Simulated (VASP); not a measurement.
La2GaP3: single point with PBE

The system is La2GaP3.

```
La P Ga
1.0
    -2.09949    2.09949    8.64194
     2.09949   -2.09949    8.64194
     2.09949    2.09949   -8.64194
La P Ga
2 3 1
Direct
  0.83750 0.83750 0.00000
  0.16250 0.16250 0.00000
  0.66059 0.66059 0.00000
  0.00000 0.00000 0.00000
  0.33941 0.33941 0.00000
  0.50000 0.50000 0.00000
```

```json
{
 "Program": "VASP 6.6.1",
 "Task": "single point",
 "Functional": "PBE",
 "Potentials or basis": "VASP PAW PBE potentials, release 64 (La, P, Ga_d)",
 "Cutoff": "520 eV",
 "k mesh": "8 × 8 × 8",
 "Occupations": "fermi-dirac, width 0.02 eV",
 "Spin": "no spin polarisation"
}
```

The pressure is -0.1 GPa, the largest force is 0.005 eV/Å and the band gap on the k mesh is zero (bands 25 and 26 overlap by 0.11 eV).

Forces in eV/Å, atoms in the order of the input:
```
La   0.000  0.000 -0.005
La   0.000  0.000  0.005
P    0.000  0.000  0.003
P    0.000  0.000  0.000
P    0.000  0.000 -0.003
Ga   0.000  0.000  0.000
```

Stress tensor (GPa, compression positive):
```
-0.13  0.00  0.00
 0.00 -0.13  0.00
 0.00  0.00 -0.02
```

Levels at points of the mesh, in eV from the Fermi level:
```csv
k point,band 21,band 22,band 23,band 24,band 25,band 26,band 27,band 28,band 29,band 30
"(0.00, 0.00, 0.00)",-0.25,-0.25,0.04,0.06,0.06,0.07,0.07,0.87,2.33,2.33
"(0.50, 0.00, 0.00)",-1.86,-1.80,-1.40,-0.22,-0.11,1.50,1.89,2.50,2.67,2.74
"(0.50, 0.50, 0.00)",-0.95,-0.95,-0.60,-0.57,-0.23,0.25,0.56,1.66,2.34,2.96
"(0.50, 0.50, 0.50)",-1.19,-0.21,-0.21,-0.17,-0.17,0.03,0.35,0.98,2.76,2.76
```

Wall time 15 min on 1 thread of Intel(R) Xeon(R) 6975P-C (Granite Rapids) (shared host), peak memory 0.89 GiB.

Caveat: semilocal functionals underestimate gaps, and a narrow one can read as zero; spin-orbit coupling is left out, which moves the levels of the heavy elements.
